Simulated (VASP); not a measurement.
# Li12Cl3O4 (a cell with a defect) in VASP: further runs

Runs on Li12Cl3O4 (a cell with a defect). Level: PBEsol. Tasks: single point.

Everything below comes from runs of VASP 6.6.1. Logs are shortened: lines on timing, memory, paths and dates and some standing lists are left out, and cuts for length are marked.

### Step 1. The cell of the first run

The cell holds a defect, 19 atoms: a = 6.650 Å, b = 6.650 Å, c = 6.650 Å, α = 109.47°, β = 109.47°, γ = 109.47°.

### Step 2. Single point, PBEsol (atoms taken out, then relaxed in part)

The input, INCAR:

```
ALGO = Normal
EDIFF = 1E-6
ENCUT = 520
GGA = PS
ISIF = 2
ISMEAR = 0
LASPH = True
LCHARG = False
LREAL = Auto
LWAVE = False
NBANDS = 56
NELECT = 80.0
NELM = 80
PREC = Accurate
SIGMA = 0.05
```

The input, KPOINTS:

```
k-points
0
Gamma
  4 4 4
```

The input, POSCAR:

```
Li12Cl3O4
1.0
   -3.8395493761      3.8395493761      3.8395493761
    3.8395493761     -3.8395493761      3.8395493761
    3.8395493761      3.8395493761     -3.8395493761
Li Cl O
12 3 4
Direct
    0.5197829004      0.7598914502      0.7598914502
    0.0000000000      0.2401085498      0.7598914502
    0.0000000000      0.7598914502      0.2401085498
    0.4802170996      0.2401085498      0.2401085498
    0.7401085498      0.5000000000      0.7598914502
    0.2598914502      0.0197829004      0.7598914502
    0.2598914502      0.5000000000      0.2401085498
    0.7401085498     -0.0197829004      0.2401085498
    0.7401085498      0.7598914502      0.5000000000
    0.2598914502      0.2401085498      0.5000000000
    0.2598914502      0.7598914502      0.0197829004
    0.7401085498      0.2401085498     -0.0197829004
   -0.5000000000      0.0000000000      0.5000000000
    0.0000000000      0.0000000000      0.0000000000
    0.5000000000      0.5000000000      0.0000000000
    0.5000000000      0.5000000000      0.5000000000
    0.0000000000      0.0000000000      0.5000000000
    0.0000000000      0.5000000000      0.0000000000
    0.5000000000      0.0000000000      0.0000000000
```

Potentials or basis: VASP PAW PBE potentials, release 64 (Li_sv, Cl, O).

Run with:

```
$ cat potpaw_PBE.64/Li_sv/POTCAR potpaw_PBE.64/Cl/POTCAR potpaw_PBE.64/O/POTCAR > POTCAR
$ mpirun -np 1 vasp_std > vasp.out
```

OUTCAR:

```text
EDIFF = 1E-6
   ENCUT = 520
   GGA = PS
   ISIF = 2
   ISMEAR = 0
   LASPH = True
   LREAL = Auto
   NELECT = 80.0
   NELM = 80
   PREC = Accurate

 ion  position               nearest neighbor table
   1  0.520  0.760  0.760-  16 1.92  19 1.92  14 2.61
   2  0.000  0.240  0.760-  17 1.92  18 1.92  14 2.61
   3  0.000  0.760  0.240-  17 1.92  18 1.92  14 2.61
   4  0.480  0.240  0.240-  16 1.92  19 1.92  14 2.61
   5  0.740  0.500  0.760-  16 1.92  18 1.92  15 2.61
   6  0.260  0.020  0.760-  17 1.92  19 1.92  15 2.61
   7  0.260  0.500  0.240-  16 1.92  18 1.92  15 2.61
   8  0.740  0.980  0.240-  17 1.92  19 1.92  15 2.61
   9  0.740  0.760  0.500-  16 1.92  17 1.92  13 2.61
  10  0.260  0.240  0.500-  16 1.92  17 1.92  13 2.61
  11  0.260  0.760  0.020-  18 1.92  19 1.92  13 2.61
  12  0.740  0.240  0.980-  18 1.92  19 1.92  13 2.61
  13  0.500  0.000  0.500-   9 2.61  10 2.61  11 2.61  12 2.61
  14  0.000  0.000  0.000-   1 2.61   4 2.61   3 2.61   2 2.61
  15  0.500  0.500  0.000-   6 2.61   8 2.61   7 2.61   5 2.61
  16  0.500  0.500  0.500-   9 1.92  10 1.92   5 1.92   7 1.92   1 1.92   4 1.92
  17  0.000  0.000  0.500-   9 1.92  10 1.92   6 1.92   8 1.92   2 1.92   3 1.92
  18  0.000  0.500  0.000-  11 1.92  12 1.92   5 1.92   7 1.92   2 1.92   3 1.92
  19  0.500  0.000  0.000-  11 1.92  12 1.92   6 1.92   8 1.92   1 1.92   4 1.92

  LATTYP: Found a body centered cubic cell.
 ALAT       =     7.6790987522

  Lattice vectors:

 A1 = (  -3.8395493761,   3.8395493761,   3.8395493761)
 A2 = (   3.8395493761,  -3.8395493761,   3.8395493761)
 A3 = (   3.8395493761,   3.8395493761,  -3.8395493761)

Analysis of symmetry for initial positions (statically):
=====================================================================
 Subroutine PRICEL returns:
 Original cell was already a primitive cell.

 Routine SETGRP: Setting up the symmetry group for a
 body centered cubic supercell.

 Subroutine GETGRP returns: Found 48 space group operations
 (whereof 16 operations were pure point group operations)
 out of a pool of 48 trial point group operations.

The static configuration has the point symmetry D_4h.
 The point group associated with its full space group is O_h .

Analysis of symmetry for dynamics (positions and initial velocities):
=====================================================================
[... 131 lines left out ...]
   NSW    =      0    number of steps for IOM
   IBRION =     -1    ionic relax: 0-MD 1-quasi-New 2-CG
   NFREE  =      0    steps in history (QN), initial steepest desc. (CG)
   ISIF   =      2    stress and relaxation
   ISYM   =      2    0-nonsym 1-usesym 2-fastsym
   POTIM  = 0.5000    time-step for ionic-motion
   TEBEG  =    0.0;   TEEND  =   0.0 temperature during run
   PSTRESS=    0.0 pullay stress
   NELECT =      80.0000    total number of electrons
   NUPDOWN=      -1.0000    fix difference up-down
   EMIN   =  10.00;   EMAX   =-10.00  energy-range for DOS
   EFERMI =   0.00;   METHOD = LEGACY
   ISMEAR =     0;   SIGMA  =   0.05  broadening in eV -4-tet -1-fermi 0-gaus
   EFERMI_NEDOS =   21; number of points for ismear=-14 and -15
   IALGO  =     38    algorithm
   IMIX   =      4    mixing-type and parameters
     AMIX     =   0.40;   BMIX     =  1.00
     AMIX_MAG =   1.60;   BMIX_MAG =  1.00
  volume/ion in A,a.u.               =      11.92        80.42
  Fermi-wavevector in a.u.,A,eV,Ry     =   1.157367  2.187107 18.224994  1.339499
  Thomas-Fermi vector in A             =   2.293979
   LORBIT       =      0    0 simple, 1 ext, 2 COOP (PROOUT), +10 PAW based schemes
   GGA     = PS    functional components
   LHFCALC =     F    Hartree Fock is set to
   AEXX    =    0.0000 exact exchange contribution
   IVDW    =     0    specifies the selected vdW correction
   LEPSILON=     F    determine dielectric tensor
   LRPA    =     F    only Hartree local field effects (RPA)
 non-spin polarized calculation
 Gauss-broadening in eV      SIGMA  =   0.05
  energy-cutoff  :      520.00
  volume of cell :      226.41
 maximum number of plane-waves:      6108
 NGX is ok and might be reduce to    50
   NGX = 25   NGY = 25   NGZ = 25

 number of electron      80.0000057 magnetization

 Free energy of the ion-electron system (eV)
  ---------------------------------------------------
  ext. energy  EPLUGINS =         0.00000000
  ---------------------------------------------------
  free energy    TOTEN  =       -87.12048522 eV

  energy without entropy =      -87.12048522  energy(sigma->0) =      -87.12048522

 E-fermi :   1.5181     XC(G=0):  -8.7982

 val. band max:        1.2819403809   @ k =   0.0000   0.0000   0.0000
 cond. band min:       3.8299454691   @ k =   0.0000   0.0000   0.0000
 fundamental gap:      2.5480050882
 Fermi energy:         1.5180704985

 k-point     1 :       0.0000    0.0000    0.0000
  band No.  band energies     occupation
      1     -41.3662      2.00000
      2     -41.3146      2.00000
      3     -41.3146      2.00000
      4     -41.3146      2.00000
      5     -41.3055      2.00000
      6     -41.3055      2.00000
[... 429 lines left out ...]
     51      10.3626      0.00000
     52      10.3627      0.00000
 [bands above 52 left out]

------------------------ aborting loop because EDIFF is reached ----------------------------------------

  FORCE on cell =-STRESS in cart. coord.  units (eV):
  Direction    XX          YY          ZZ          XY          YZ          ZX
  --------------------------------------------------------------------------------------
  -------------------------------------------------------------------------------------
  Total       -6.5430669     -6.5430669     -6.5430669      0.0000000     -0.0000000      0.0000000
  in kB      -46.3010862    -46.3010862    -46.3010862      0.0000000     -0.0000000      0.0000000
  external PRESSURE =     -46.3010862 kB  Pullay stress =       0.0000000 kB

 VOLUME and BASIS-vectors are now :
 -----------------------------------------------------------------------------
  energy-cutoff  :      520.00
  volume of cell :      226.41
      direct lattice vectors                 reciprocal lattice vectors
    -3.839549376  3.839549376  3.839549376     0.000000000  0.130223615  0.130223615
     3.839549376 -3.839549376  3.839549376     0.130223615  0.000000000  0.130223615
     3.839549376  3.839549376 -3.839549376     0.130223615  0.130223615  0.000000000

 POSITION                                       TOTAL-FORCE (eV/Angst)
 -----------------------------------------------------------------------------------
      3.83955      1.99573      1.99573         0.000000     -0.014309     -0.014309
      3.83955      1.99573     -1.99573        -0.000000     -0.014309      0.014309
      3.83955     -1.99573      1.99573        -0.000000      0.014309     -0.014309
      0.00000      1.84382      1.84382        -0.000000      0.014309      0.014309
      1.99573      3.83955      1.84382        -0.014309     -0.000000      0.014309
      1.99573      3.83955     -1.84382        -0.014309      0.000000     -0.014309
[... 11 lines left out ...]
      1.91977     -1.91977      1.91977         0.000000     -0.000000      0.000000
     -1.91977      1.91977      1.91977         0.000000     -0.000000      0.000000
 -----------------------------------------------------------------------------------
    total drift:                                0.000000     -0.000000      0.000000

  FREE ENERGIE OF THE ION-ELECTRON SYSTEM (eV)
  ---------------------------------------------------
  free  energy   TOTEN  =       -87.1204852173 eV

  energy  without entropy=      -87.1204852173  energy(sigma->0) =      -87.12048522
```

Run time: 3.5 min. Hardware: 1 thread of Oxide Virtual Turin-like, shared host; peak memory 0.35 GiB.

What came out:

```yaml
Free_energy: -87.1205 eV
Largest_force: 0.020 eV/Å
```

Forces in eV/Å, atoms in the order of the input:
```
Li   0.000 -0.014 -0.014
Li   0.000 -0.014  0.014
Li   0.000  0.014 -0.014
Li   0.000  0.014  0.014
Li  -0.014  0.000  0.014
Li  -0.014  0.000 -0.014
Li   0.014  0.000 -0.014
Li   0.014  0.000  0.014
Li  -0.014  0.014  0.000
Li   0.014 -0.014  0.000
Li  -0.014 -0.014  0.000
Li   0.014  0.014  0.000
Cl   0.000  0.000  0.000
Cl   0.000  0.000  0.000
Cl   0.000  0.000  0.000
O    0.000  0.000  0.000
O    0.000  0.000  0.000
O    0.000  0.000  0.000
O    0.000  0.000  0.000
```

Caveat: the cell carries a net charge on a neutralising background, which shifts energy and pressure; the cell differs from its parent crystal (atoms taken out, then relaxed in part); the cell is charged against a uniform background, so pressure and absolute levels hang on convention; the cutoff is under 1.25 times the usual one of these potentials, so pressure, stress and relaxed cells hold a basis-set (Pulay) error; the PAW data sets were made with another functional, which shifts forces and pressure a little.

(Part 1 of 2 ends here.)
